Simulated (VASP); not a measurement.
# TiO (P6_3/mmc) in VASP: further runs

Runs on TiO. Level: PBEsol. Tasks: single point.

All numbers are computed with VASP 6.6.1; they aren't measurements. Logs are shortened: lines on timing, memory, paths and dates and some standing lists are left out, and cuts for length are marked.

**1. The cell of the first run**

Symmetry: P6_3/mmc, No. 194, hexagonal system. Conventional cell: a = 2.852 Å, b = 2.852 Å, c = 5.568 Å, α = 90.00°, β = 90.00°, γ = 120.00°. Ti (site symmetry -6m2) has 6 O at 2.16 Å and 6 Ti at 2.85 Å within 2.9 Å. Within 2.9 Å of O (site symmetry -3m) lie 6 Ti at 2.16 Å and 8 O at 2.78 to 2.85 Å.

**2. Single point, PBEsol**

The input, INCAR:

```
PREC = Accurate ; ENCUT = 520
EDIFF = 1E-7 ; ISMEAR = 0
SIGMA = 0.1 ; LREAL = F
LASPH = T ; NELM = 100
ALGO = Normal ; ISIF = 2
LWAVE = F ; LCHARG = F
GGA = PS ; NBANDS = 26
```

The input, KPOINTS:

```
regular mesh
0
Gamma
  6 6 4
```

The input, POSCAR:

```
TiO
1.0
    2.8516080131      0.0000000000      0.0000000000
   -1.4258040066      2.4695649810      0.0000000000
    0.0000000000      0.0000000000      5.5675030000
Ti O
2 2
Direct
    0.3333333333      0.6666666667      0.2500000000
    0.6666666667      0.3333333333      0.7500000000
    0.0000000000      0.0000000000      0.0000000000
    0.0000000000      0.0000000000      0.5000000000
```

Potentials or basis: VASP PAW PBE potentials, release 64 (Ti_sv, O).

Command:

```bash
> cat potpaw_PBE.64/Ti_sv/POTCAR potpaw_PBE.64/O/POTCAR > POTCAR
> mpirun -np 1 vasp_std > vasp.out
```

OUTCAR:

```text
PREC = Accurate
   ENCUT = 520
   EDIFF = 1E-7
   ISMEAR = 0
   LREAL = F
   LASPH = T
   NELM = 100
   ISIF = 2
   GGA = PS

 ion  position               nearest neighbor table
   1  0.333  0.667  0.250-   3 2.16   4 2.16   3 2.16   4 2.16   3 2.16   4 2.16
   2  0.667  0.333  0.750-   3 2.16   4 2.16   3 2.16   4 2.16   3 2.16   4 2.16
   3  0.000  0.000  0.000-   1 2.16   2 2.16   2 2.16   1 2.16   2 2.16   1 2.16
   4  0.000  0.000  0.500-   1 2.16   2 2.16   2 2.16   1 2.16   2 2.16   1 2.16

  LATTYP: Found a hexagonal cell.
 ALAT       =     2.8516080131
 C/A-ratio  =     1.9524082463

  Lattice vectors:

 A1 = (   2.8516080131,   0.0000000000,   0.0000000000)
 A2 = (  -1.4258040066,   2.4695649810,   0.0000000000)
 A3 = (   0.0000000000,   0.0000000000,   5.5675030000)

Analysis of symmetry for initial positions (statically):
=====================================================================
 Subroutine PRICEL returns:
 Original cell was already a primitive cell.

 Routine SETGRP: Setting up the symmetry group for a
 hexagonal supercell.

 Subroutine GETGRP returns: Found 24 space group operations
 (whereof 12 operations were pure point group operations)
 out of a pool of 24 trial point group operations.

The static configuration has the point symmetry D_3d.
 The point group associated with its full space group is D_6h.

Analysis of symmetry for dynamics (positions and initial velocities):
=====================================================================
 Subroutine PRICEL returns:
 Original cell was already a primitive cell.

 Routine SETGRP: Setting up the symmetry group for a
 hexagonal supercell.

 Subroutine GETGRP returns: Found 24 space group operations
 (whereof 12 operations were pure point group operations)
 out of a pool of 24 trial point group operations.

The dynamic configuration has the point symmetry D_3d.
 The point group associated with its full space group is D_6h.

 Subroutine INISYM returns: Found 24 space group operations
 (whereof 12 operations are pure point group operations),
 and found     1 'primitive' translations

----------------------------------------------------------------------------------------

                                     Primitive cell

  volume of cell :      39.2076
[... 85 lines left out ...]
   LSORBIT =      F    spin-orbit coupling
   LASPH  =      T    aspherical Exc in radial PAW
   ENCUT  =  520.0 eV  38.22 Ry    6.18 a.u.   5.30  5.30 10.35*2*pi/ulx,y,z
   NELM   =    100;   NELMIN=  2; NELMDL= -5     # of ELM steps
   EDIFF  = 0.1E-06   stopping-criterion for ELM
   LREAL  =      F    real-space projection
   EDIFFG = 0.1E-05   stopping-criterion for IOM
   NSW    =      0    number of steps for IOM
   IBRION =     -1    ionic relax: 0-MD 1-quasi-New 2-CG
   NFREE  =      0    steps in history (QN), initial steepest desc. (CG)
   ISIF   =      2    stress and relaxation
   ISYM   =      2    0-nonsym 1-usesym 2-fastsym
   POTIM  = 0.5000    time-step for ionic-motion
   TEBEG  =    0.0;   TEEND  =   0.0 temperature during run
   PSTRESS=    0.0 pullay stress
   NELECT =      36.0000    total number of electrons
   NUPDOWN=      -1.0000    fix difference up-down
   EMIN   =  10.00;   EMAX   =-10.00  energy-range for DOS
   EFERMI =   0.00;   METHOD = LEGACY
   ISMEAR =     0;   SIGMA  =   0.10  broadening in eV -4-tet -1-fermi 0-gaus
   EFERMI_NEDOS =   21; number of points for ismear=-14 and -15
   IALGO  =     38    algorithm
   IMIX   =      4    mixing-type and parameters
     AMIX     =   0.40;   BMIX     =  1.00
     AMIX_MAG =   1.60;   BMIX_MAG =  1.00
  volume/ion in A,a.u.               =       9.80        66.15
  Fermi-wavevector in a.u.,A,eV,Ry     =   1.591178  3.006890 34.447873  2.531847
  Thomas-Fermi vector in A             =   2.689758
   LORBIT       =      0    0 simple, 1 ext, 2 COOP (PROOUT), +10 PAW based schemes
   GGA     = PS    functional components
   LHFCALC =     F    Hartree Fock is set to
   AEXX    =    0.0000 exact exchange contribution
   IVDW    =     0    specifies the selected vdW correction
   LEPSILON=     F    determine dielectric tensor
   LRPA    =     F    only Hartree local field effects (RPA)
 non-spin polarized calculation
 Gauss-broadening in eV      SIGMA  =   0.10
  energy-cutoff  :      520.00
  volume of cell :       39.21
 maximum number of plane-waves:      1072
 NGX is ok and might be reduce to    24
   NGX = 11   NGY = 11   NGZ = 21

 number of electron      35.9999992 magnetization

 Free energy of the ion-electron system (eV)
  ---------------------------------------------------
  ext. energy  EPLUGINS =         0.00000000
  ---------------------------------------------------
  free energy    TOTEN  =       -37.35539777 eV

  energy without entropy =      -37.34955752  energy(sigma->0) =      -37.35247765

 E-fermi :  11.2232     XC(G=0): -13.0286

 val. band max:       11.1763674178   @ k =   0.5000  -0.0000   0.0000
 cond. band min:      11.2483496670   @ k =   0.0000   0.0000   0.2500
 fundamental gap:      0.0719822492
 Fermi energy:        11.2232021264

 k-point     1 :       0.0000    0.0000    0.0000
  band No.  band energies     occupation
      1     -46.4147      2.00000
      2     -46.3702      2.00000
      3     -23.2683      2.00000
      4     -22.7849      2.00000
      5     -22.3766      2.00000
      6     -22.3766      2.00000
[... 598 lines left out ...]
     25      14.3058      0.00000
     26      14.3058      0.00000

------------------------ aborting loop because EDIFF is reached ----------------------------------------

  FORCE on cell =-STRESS in cart. coord.  units (eV):
  Direction    XX          YY          ZZ          XY          YZ          ZX
  --------------------------------------------------------------------------------------
  -------------------------------------------------------------------------------------
  Total       -2.0847150     -2.0847150     -2.6651658      0.0000000      0.0000000      0.0000000
  in kB      -85.1895914    -85.1895914   -108.9090731      0.0000000      0.0000000      0.0000000
  external PRESSURE =     -93.0960853 kB  Pullay stress =       0.0000000 kB

 VOLUME and BASIS-vectors are now :
 -----------------------------------------------------------------------------
  energy-cutoff  :      520.00
  volume of cell :       39.21
      direct lattice vectors                 reciprocal lattice vectors
     2.851608013  0.000000000  0.000000000     0.350679334  0.202464808  0.000000000
    -1.425804007  2.469564981  0.000000000     0.000000000  0.404929616  0.000000000
     0.000000000  0.000000000  5.567503000     0.000000000  0.000000000  0.179613733

 POSITION                                       TOTAL-FORCE (eV/Angst)
 -----------------------------------------------------------------------------------
     -0.00000      1.64638      1.39188        -0.000000     -0.000000      0.000000
      1.42580      0.82319      4.17563        -0.000000      0.000000      0.000000
      0.00000      0.00000      0.00000         0.000000      0.000000      0.000000
      0.00000      0.00000      2.78375         0.000000      0.000000      0.000000
 -----------------------------------------------------------------------------------
    total drift:                               -0.000000      0.000000     -0.000000

  FREE ENERGIE OF THE ION-ELECTRON SYSTEM (eV)
  ---------------------------------------------------
  free  energy   TOTEN  =       -37.3553977707 eV

  energy  without entropy=      -37.3495575207  energy(sigma->0) =      -37.35247765
```

OSZICAR:

```text
N       E                     dE             d eps       ncg     rms          rms(c)
DAV:   1     0.441813516730E+03    0.44181E+03   -0.18355E+04  1108   0.175E+03
DAV:   2     0.146770941447E+02   -0.42714E+03   -0.41030E+03  1156   0.497E+02
DAV:   3    -0.393127882633E+02   -0.53990E+02   -0.52890E+02  1540   0.164E+02
DAV:   4    -0.432411546769E+02   -0.39284E+01   -0.38914E+01  1542   0.384E+01
DAV:   5    -0.433593493397E+02   -0.11819E+00   -0.11818E+00  1410   0.589E+00    0.207E+01
DAV:   6    -0.376139593528E+02    0.57454E+01   -0.31774E+01  1472   0.547E+01    0.679E+00
DAV:   7    -0.373947914018E+02    0.21917E+00   -0.28760E+00  1306   0.152E+01    0.524E+00
DAV:   8    -0.374096950109E+02   -0.14904E-01   -0.10618E+00  1322   0.772E+00    0.281E+00
DAV:   9    -0.373534576472E+02    0.56237E-01   -0.32695E-01  1196   0.438E+00    0.928E-01
DAV:  10    -0.373563234574E+02   -0.28658E-02   -0.14754E-02  1482   0.992E-01    0.347E-01
DAV:  11    -0.373554019662E+02    0.92149E-03   -0.52053E-03  1230   0.540E-01    0.576E-02
DAV:  12    -0.373554035209E+02   -0.15547E-05   -0.17858E-04  1406   0.108E-01    0.316E-02
DAV:  13    -0.373553979617E+02    0.55592E-05   -0.18416E-05  1332   0.288E-02    0.120E-02
DAV:  14    -0.373553977154E+02    0.24633E-06   -0.20265E-06  1286   0.126E-02    0.120E-03
DAV:  15    -0.373553977707E+02   -0.55379E-07   -0.20072E-07   742   0.363E-03
   1 F= -.37355398E+02 E0= -.37352478E+02  d E =-.584025E-02
```

Wall time 23 s (1 thread of AMD EPYC 7R13 (Zen 3), shared host); peak memory 0.14 GiB.

Results:

- Free energy: -37.3554 eV
- Pressure: -9.3 GPa
- Band gap on the k mesh: zero (band 18 reaches 11.18 eV, above the bottom of band 19 at 10.99 eV)

Caveat: the k points lie up to 0.42 Å⁻¹ apart; the PAW data sets were made with another functional, which shifts forces and pressure a little; semilocal functionals often make such compounds metallic where correlation or magnetic order opens a gap, which also shifts bond lengths.

**3. Single point, PBEsol**

The input, INCAR:

```
PREC = Accurate ; ENCUT = 520
EDIFF = 1E-7 ; ISMEAR = 0
SIGMA = 0.01 ; LREAL = False
LASPH = True ; NELM = 80
ALGO = Normal ; ISIF = 2
LWAVE = False ; LCHARG = False
GGA = PS ; NBANDS = 26
```

The input, KPOINTS:

```
regular mesh
0
Gamma
  9 9 4
```

POSCAR is that of step 2.

Potentials or basis: VASP PAW PBE potentials, release 64 (Ti_sv, O).

Command:

```bash
> cat potpaw_PBE.64/Ti_sv/POTCAR potpaw_PBE.64/O/POTCAR > POTCAR
> mpirun -np 1 vasp_std > vasp.out
```

OUTCAR:

```text
PREC = Accurate
   ENCUT = 520
   EDIFF = 1E-7
   ISMEAR = 0
   LREAL = False
   LASPH = True
   NELM = 80
   ISIF = 2
   GGA = PS

 ion  position               nearest neighbor table
   1  0.333  0.667  0.250-   3 2.16   4 2.16   3 2.16   4 2.16   3 2.16   4 2.16
   2  0.667  0.333  0.750-   3 2.16   4 2.16   3 2.16   4 2.16   3 2.16   4 2.16
   3  0.000  0.000  0.000-   1 2.16   2 2.16   2 2.16   1 2.16   2 2.16   1 2.16
   4  0.000  0.000  0.500-   1 2.16   2 2.16   2 2.16   1 2.16   2 2.16   1 2.16

  LATTYP: Found a hexagonal cell.
 ALAT       =     2.8516080131
[... 891 lines left out ...]

 [... further k-points ...]
[... 5 lines left out ...]
  --------------------------------------------------------------------------------------
  -------------------------------------------------------------------------------------
  Total       -2.1040947     -2.1040947     -2.5996141      0.0000000      0.0000000     -0.0000000
  in kB      -85.9815208    -85.9815208   -106.2303762      0.0000000      0.0000000     -0.0000000
  external PRESSURE =     -92.7311393 kB  Pullay stress =       0.0000000 kB

 VOLUME and BASIS-vectors are now :
 -----------------------------------------------------------------------------
  energy-cutoff  :      520.00
  volume of cell :       39.21
      direct lattice vectors                 reciprocal lattice vectors
     2.851608013  0.000000000  0.000000000     0.350679334  0.202464808  0.000000000
    -1.425804007  2.469564981  0.000000000     0.000000000  0.404929616  0.000000000
     0.000000000  0.000000000  5.567503000     0.000000000  0.000000000  0.179613733

 POSITION                                       TOTAL-FORCE (eV/Angst)
 -----------------------------------------------------------------------------------
     -0.00000      1.64638      1.39188        -0.000000      0.000000      0.000000
      1.42580      0.82319      4.17563         0.000000     -0.000000      0.000000
      0.00000      0.00000      0.00000         0.000000      0.000000      0.000000
      0.00000      0.00000      2.78375         0.000000      0.000000      0.000000
 -----------------------------------------------------------------------------------
    total drift:                               -0.000000      0.000000     -0.000000

  FREE ENERGIE OF THE ION-ELECTRON SYSTEM (eV)
  ---------------------------------------------------
  free  energy   TOTEN  =       -37.3515211987 eV

  energy  without entropy=      -37.3514557649  energy(sigma->0) =      -37.35148848
```

OSZICAR:

```text
N       E                     dE             d eps       ncg     rms          rms(c)
DAV:   1     0.439819694472E+03    0.43982E+03   -0.18165E+04  1880   0.174E+03
DAV:   2     0.141893100896E+02   -0.42563E+03   -0.40802E+03  1968   0.497E+02
DAV:   3    -0.391683379776E+02   -0.53358E+02   -0.52236E+02  2576   0.164E+02
DAV:   4    -0.432415269132E+02   -0.40732E+01   -0.40382E+01  2692   0.389E+01
DAV:   5    -0.433606439154E+02   -0.11912E+00   -0.11908E+00  2450   0.591E+00    0.207E+01
DAV:   6    -0.376044593162E+02    0.57562E+01   -0.31735E+01  2540   0.547E+01    0.679E+00
DAV:   7    -0.373910063079E+02    0.21345E+00   -0.28873E+00  2298   0.153E+01    0.524E+00
DAV:   8    -0.374059289587E+02   -0.14923E-01   -0.10673E+00  2252   0.771E+00    0.278E+00
DAV:   9    -0.373496381778E+02    0.56291E-01   -0.32250E-01  2078   0.433E+00    0.903E-01
DAV:  10    -0.373523545031E+02   -0.27163E-02   -0.14071E-02  2536   0.961E-01    0.322E-01
DAV:  11    -0.373515256701E+02    0.82883E-03   -0.47063E-03  2038   0.502E-01    0.540E-02
DAV:  12    -0.373515270630E+02   -0.13929E-05   -0.17035E-04  2354   0.107E-01    0.339E-02
DAV:  13    -0.373515212883E+02    0.57747E-05   -0.17262E-05  2252   0.285E-02    0.121E-02
DAV:  14    -0.373515211620E+02    0.12633E-06   -0.24651E-06  2192   0.132E-02    0.162E-03
DAV:  15    -0.373515211987E+02   -0.36717E-07   -0.14655E-07  1200   0.377E-03
   1 F= -.37351521E+02 E0= -.37351488E+02  d E =-.654338E-04
```

Wall time 41 s (1 thread of AMD EPYC 7R13 (Zen 3), shared host); peak memory 0.15 GiB.

What came out:

```
Free energy            : -37.3515 eV
Pressure               : -9.3 GPa
Band gap on the k mesh : zero (band 18 reaches 11.19 eV, above the bottom of band 19 at 10.98 eV)
```

Stress tensor (GPa, compression positive):
```
 -8.60   0.00   0.00
  0.00  -8.60   0.00
  0.00   0.00 -10.62
```

Levels at points of the mesh, in eV from the Fermi level:
```
           k point  band 14  band 15  band 16  band 17  band 18  band 19  band 20  band 21  band 22  band 23
(0.00, 0.00, 0.00)    -5.35    -5.35    -5.30    -2.06    -0.21    -0.21     0.05     0.79     0.79     1.22
(0.00, 0.00, 0.50)    -5.63    -5.63    -5.63    -0.60    -0.60     0.63     0.63     0.63     0.63     1.95
```

Caveat: the PAW data sets were made with another functional, which shifts forces and pressure a little; semilocal functionals often make such compounds metallic where correlation or magnetic order opens a gap, which also shifts bond lengths.

**4. Single point, PBEsol**

The input, INCAR:

```
PREC = Accurate ; ENCUT = 520
EDIFF = 1E-6 ; ISMEAR = 0
SIGMA = 0.05 ; LREAL = F
LASPH = T ; NELM = 60
ALGO = Normal ; ISIF = 2
LWAVE = F ; LCHARG = T
GGA = PS ; LELF = T
LVHAR = T ; NBANDS = 26
```

KPOINTS is that of step 3.

POSCAR is that of step 3.

Command:

```bash
> cat potpaw_PBE.64/Ti_sv/POTCAR potpaw_PBE.64/O/POTCAR > POTCAR
> mpirun -np 1 vasp_std > vasp.out
```

It took 38 s on 1 thread of AMD EPYC 7R13 (Zen 3), shared host; peak memory 0.15 GiB.

The run converged. Its results:

| Quantity | Value |
| --- | --- |
| Free energy | -37.3520 eV |
| Pressure | -9.3 GPa |
| Band gap on the k mesh | zero (band 18 reaches 11.19 eV, above the bottom of band 19 at 10.99 eV) |

Stress tensor (GPa, compression positive):
```
 -8.54   0.00   0.00
  0.00  -8.54   0.00
  0.00   0.00 -10.80
```

Levels at points of the mesh, in eV from the Fermi level:
```
           k point  band 15  band 16  band 17  band 18  band 19  band 20  band 21  band 22
(0.00, 0.00, 0.00)    -5.37    -5.31    -2.07    -0.22    -0.22     0.04     0.78     0.78
(0.00, 0.00, 0.50)    -5.64    -5.64    -0.61    -0.61     0.62     0.62     0.62     0.62
```

Caveat: the PAW data sets were made with another functional, which shifts forces and pressure a little; semilocal functionals often make such compounds metallic where correlation or magnetic order opens a gap, which also shifts bond lengths.

[end of part 1 of 2]
